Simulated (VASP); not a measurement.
A run of VASP 6.6.1 is set up as follows.

Contents of INCAR:

```
SYSTEM = MgO
PREC = Accurate
ENCUT = 520
EDIFF = 1E-6
ISMEAR = 0
SIGMA = 0.05
LREAL = .FALSE.
LASPH = .TRUE.
NELM = 60
ALGO = Normal
ISIF = 2
LWAVE = .FALSE.
LCHARG = .FALSE.
GGA = PS
NBANDS = 16
```

File KPOINTS:

```
regular mesh
0
G
  9 9 6
  0 0 0
```

File POSCAR:

```
MgO
1.0
    3.3200000000      0.0000000000      0.0000000000
   -1.6600000000      2.8752043406      0.0000000000
    0.0000000000      0.0000000000      4.3345000000
Mg O
2 2
Direct
    0.6666666667      0.3333333333      0.7500000000
    0.3333333333      0.6666666667      0.2500000000
    0.6666666667      0.3333333333      0.2500000000
    0.3333333333      0.6666666667      0.7500000000
```

Potentials or basis: VASP PAW PBE potentials, release 64 (Mg, O).

Run with:

```console
$ cat potpaw_PBE.64/Mg/POTCAR potpaw_PBE.64/O/POTCAR > POTCAR
$ mpirun -np 1 vasp_std > vasp.out
```

(1) Estimate the pressure.

(2) What does it give for the band gap on the k mesh?

Results:

(1) 11.8 GPa.

(2) 3.56 eV, direct.

Caveat: the PAW data sets were made with another functional, which shifts forces and pressure a little.
